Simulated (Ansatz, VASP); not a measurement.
## I in VASP and in Ansatz

Contents of INCAR:

```
PREC = Accurate
ENCUT = 520
EDIFF = 1E-6
ISMEAR = -1
SIGMA = 0.08
LREAL = False
LASPH = True
NELM = 60
ALGO = Normal
ISIF = 2
LWAVE = False
LCHARG = True
LELF = True
LVHAR = True
NBANDS = 14
```

Contents of KPOINTS:

```
Automatic mesh
0
Gamma
  12 12 7
```

Contents of POSCAR:

```
I
1.0
    2.9926400991      0.0000000000      0.0000000000
   -1.4963200495      2.5917023502      0.0000000000
    0.0000000000      0.0000000000      5.1617406421
I
2
Direct
    0.3333333333      0.6666666667      0.2500000000
    0.6666666667      0.3333333333      0.7500000000
```

Input for Ansatz:

```yaml
crystal:
  lattice:
    - [2.9926400991, 0.0, 0.0]
    - [-1.4963200495, 2.5917023502, 0.0]
    - [0.0, 0.0, 5.1617406421]
  atoms:
    - { symbol: I, position: [0.3333333333, 0.6666666667, 0.25] }
    - { symbol: I, position: [0.6666666667, 0.3333333333, 0.75] }
kpoints:
  mp_grid: { grid: [12, 12, 7] }
scf:
  occupations: { method: fermi_dirac, width: 0.08 }
hamiltonian:
  xc: lda
  pseudopotentials: { kind: all_electron, lapw: { basis_error: 0.001 } }
output:
  forces: true
  stress: true
  eigenvalues: true
  populations: true
```

Change from the starting cell: volume scaled by 0.6, LAPW.

Alike in both runs: task single point; functional LDA; k mesh 12 × 12 × 7; occupations fermi-dirac, width 0.08 eV; no spin polarisation.

```csv
,VASP,Ansatz
version,VASP 6.6.1,Ansatz 0.2.0
potentials or method,"VASP PAW LDA potentials, release 64 (I), cutoff 520 eV","all-electron LAPW, scalar-relativistic"
```

|  | VASP | Ansatz | Ansatz less VASP |
| --- | --- | --- | --- |
| pressure (GPa) | 50.3 | 50.4 | +0.09 |

LDA's correlation is that of Perdew and Zunger in VASP and of Perdew and Wang (1992) in Ansatz. Both programs put the cell under a high pressure, so it lies far from rest at this level. Ansatz ran all-electron here, and VASP with PAW potentials.

Neither program's run includes spin-orbit coupling.
